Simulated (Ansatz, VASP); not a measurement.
Two plane-wave programs on CdS

Contents of INCAR:

```
PREC = Accurate
ENCUT = 520
EDIFF = 1E-8
ISMEAR = -1
SIGMA = 0.01
LREAL = F
LASPH = T
NELM = 150
ALGO = Normal
ISIF = 2
LWAVE = F
LCHARG = F
LNONCOLLINEAR = T
MAGMOM = 0 0 0 0 0 0
LORBIT = 11
LSORBIT = T
GGA_COMPAT = F
LORBMOM = T
LEFG = T
NBANDS = 30
```

KPOINTS

```
regular mesh
0
Gamma
  6 6 6
```

Contents of POSCAR:

```
CdS
1.0
    0.0000000000      2.9165000000      2.9165000000
    2.9165000000      0.0000000000      2.9165000000
    2.9165000000      2.9165000000      0.0000000000
Cd S
1 1
Direct
   -0.0029760000     -0.0014390000      0.0077450000
    0.7549060000      0.7465520000      0.7500120000
```

The input input.yaml:

```yaml
crystal:
  lattice:
    - [0.0, 2.9165, 2.9165]
    - [2.9165, 0.0, 2.9165]
    - [2.9165, 2.9165, 0.0]
  atoms:
    - { symbol: Cd, position: [-0.002976, -0.001439, 0.007745] }
    - { symbol: S, position: [0.754906, 0.746552, 0.750012] }
hamiltonian:
  xc: lda
  pseudopotentials: { kind: paw_fr }
magnetization:
  noncollinear: true
  spin_orbit: true
kpoints:
  mp_grid: { grid: [6, 6, 6] }
scf:
  occupations: { method: fermi_dirac, width: 0.01 }
output:
  forces: true
  stress: true
  eigenvalues: true
  efg: {}
```

Change from the starting cell: atoms moved at random, drawn with an rms of 0.02 Å.

Alike in both runs: task electric field gradients; functional LDA; k mesh 6 × 6 × 6; occupations fermi-dirac, width 0.01 eV; non-collinear spin, spin-orbit coupling.

|  | VASP | Ansatz |
| --- | --- | --- |
| version | VASP 6.6.1 | Ansatz 0.2.0 |
| potentials or method | VASP PAW LDA potentials, release 64 (Cd, S) | Ansatz PAW |
| plane-wave cutoff (eV) | 520 | 420 |
| valence electrons in the cell | 18 | 26 |

VASP gave:

| Quantity | Value |
| --- | --- |
| pressure (GPa) | -2.0 |
| traceless stress, the component that is largest in VASP (GPa) | -0.55 |
| rms of the force components (eV/Å) | 0.094 |
| net moment per atom (μB) | 0.00 |
| size of Vzz on the site where it differs most (V/Å²) | 15.9 |

Task: Estimate Ansatz's values.

Result: Pressure (GPa): -2.5; traceless stress, the component that is largest in VASP (GPa): -0.52; rms of the force components (eV/Å): 0.090; net moment per atom (μB): 0.00; size of Vzz on the site where it differs most (V/Å²): 13.6.

LDA's correlation is that of Perdew and Zunger in VASP and of Perdew and Wang (1992) in Ansatz. Atom by atom the forces differ by 0.004 eV/Å (rms over components). VASP's potentials hold 18 valence electrons a cell and Ansatz's 26, so a difference there can come from the potentials and not from the codes.
